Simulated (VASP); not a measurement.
## Yb: single point with PBE

Crystal: Yb.

```
CELL_PARAMETERS angstrom
-2.15148 2.15148 2.15148
2.15148 -2.15148 2.15148
2.15148 2.15148 -2.15148
ATOMIC_POSITIONS crystal
Yb 0.00000 0.00000 0.00000
```

This isn't the form of Yb at room conditions, which is fcc.

```
Program                : VASP 6.6.1
Task                   : single point
Functional             : PBE
Potentials or basis    : VASP PAW PBE potentials, release 64 (Yb)
Cutoff                 : 520 eV
k mesh                 : 7 × 7 × 7
Occupations            : fermi-dirac, width 0.05 eV
Spin                   : collinear spin, ferromagnetic start
Starting moments       : [0.8] μB
Fixed moment           : 0.8 μB
Dipole correction      : no
Further INCAR settings : ALGO = Normal; EDIFF = 1e-06; NBANDS = 22
```

- Pressure: -2.2 GPa
- Net moment: 0.80 μB per cell
- Site moments: Yb +0.36 μB
- Valence electrons inside the program's atomic spheres: Yb 22.02

It took 2.8 min on 1 thread of Intel Xeon 8259CL, on a shared host, peak memory 0.2 GiB.

Caveat: the total moment is fixed, so each spin has its own Fermi level. The state reached can hang on the start; a lower one may exist.
